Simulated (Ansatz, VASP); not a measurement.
# Ni in VASP and in Ansatz

Contents of INCAR:

```
SYSTEM = Ni
ALGO = Fast
EDIFF = 1E-7
ENCUT = 520
GGA = PE
ISIF = 2
ISMEAR = 0
ISPIN = 2
LASPH = .True.
LCHARG = .False.
LMAXMIX = 4
LORBIT = 11
LREAL = .False.
LWAVE = .False.
MAGMOM = 0.75
NBANDS = 15
NELM = 150
PREC = Accurate
SIGMA = 0.15
```

Contents of KPOINTS:

```
k-points
0
Gamma
  22 22 22
  0 0 0
```

Contents of POSCAR:

```
Ni
1.0
    0.0000000000      1.8206134584      2.0229038427
    1.4336231581      0.0000000000      2.0229038427
    1.4336231581      1.8206134584      0.0000000000
Ni
1
Direct
    0.0000000000      0.0000000000      0.0000000000
```

Input for Ansatz:

```yaml
crystal:
  lattice:
    - [0.0, 1.8206134584, 2.0229038427]
    - [1.4336231581, 0.0, 2.0229038427]
    - [1.4336231581, 1.8206134584, 0.0]
  atoms:
    - { symbol: Ni, position: [0.0, 0.0, 0.0], spin: 0.75 }
basis:
  ecutwfc: 520.0
kpoints:
  mp_grid: { grid: [22, 22, 22] }
hamiltonian:
  xc: pbe
scf:
  occupations: { method: gaussian, width: 0.15 }
output:
  forces: true
  stress: true
  eigenvalues: true
  populations: true
magnetization:
  spin_polarized: true
```

Change from the starting cell: strain +e along x and -e along y -0.1100, strain +e along z and -e/2 along x and y +0.1500.

Alike in both runs: task single point; functional PBE; k mesh 22 × 22 × 22; occupations gaussian, width 0.15 eV; collinear spin.

|  | VASP | Ansatz |
| --- | --- | --- |
| version | VASP 6.6.1 | Ansatz 0.2.0 |
| potentials or method | VASP PAW PBE potentials, release 64 (Ni), cutoff 520 eV | scalar-relativistic, plane waves, PAW |
| valence electrons in the cell | 10 | 18 |

Ansatz gave:

```
gap on the k mesh at the Fermi level (eV)                     : none
pressure (GPa)                                                : 10.1
traceless stress, the component that is largest in VASP (GPa) : -18.40
net moment per atom (μB)                                      : 0.51
size of the moment on the site where the two differ most (μB) : 0.54
```

**Question.** Which values does VASP return?

**Answer.** gap on the k mesh at the Fermi level (eV): none; pressure (GPa): 9.8; traceless stress, the component that is largest in VASP (GPa): -17.97; net moment per atom (μB): 0.50; size of the moment on the site where the two differ most (μB): 0.51.

Site moments also hang on the region over which each program counts them. A gap of «none» marks a metal or a gap that the smearing closes. VASP's potentials hold 10 valence electrons a cell and Ansatz's 18, so a difference there can come from the potentials and not from the codes.
